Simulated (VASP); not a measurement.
A run of VASP 6.6.1:

Contents of INCAR:

```
PREC = Accurate
ENCUT = 520
EDIFF = 1E-6
ISMEAR = -1
SIGMA = 0.05
LREAL = F
LASPH = T
NELM = 150
ALGO = Normal
ISIF = 2
LWAVE = F
LCHARG = F
MAGMOM = 0 0 0
LORBIT = 11
LSORBIT = T
GGA_COMPAT = F
LORBMOM = T
NBANDS = 25
```

Contents of KPOINTS:

```
Automatic mesh
0
Gamma
  9 9 9
```

The input POSCAR:

```
Pb
1.0
    0.0000000000      2.4914113386      2.4914113386
    2.4914113386      0.0000000000      2.4914113386
    2.4914113386      2.4914113386      0.0000000000
Pb
1
Direct
    0.0000000000      0.0000000000      0.0000000000
```

Potentials or basis: VASP PAW LDA potentials, release 64 (Pb_d).

The run is started by

```sh
$ cat potpaw_LDA.64/Pb_d/POTCAR > POTCAR
$ mpirun -np 1 vasp_ncl > vasp.out
```

Hardware: 1 thread of AMD EPYC 9R45 (Zen 5) (shared host).

Q: How long does it take, and how much memory?

A: Run time: 22 s on 1 thread of AMD EPYC 9R45 (Zen 5), with other jobs on the host, peak memory 0.19 GiB. Counts: scf iterations 10, k points 35.
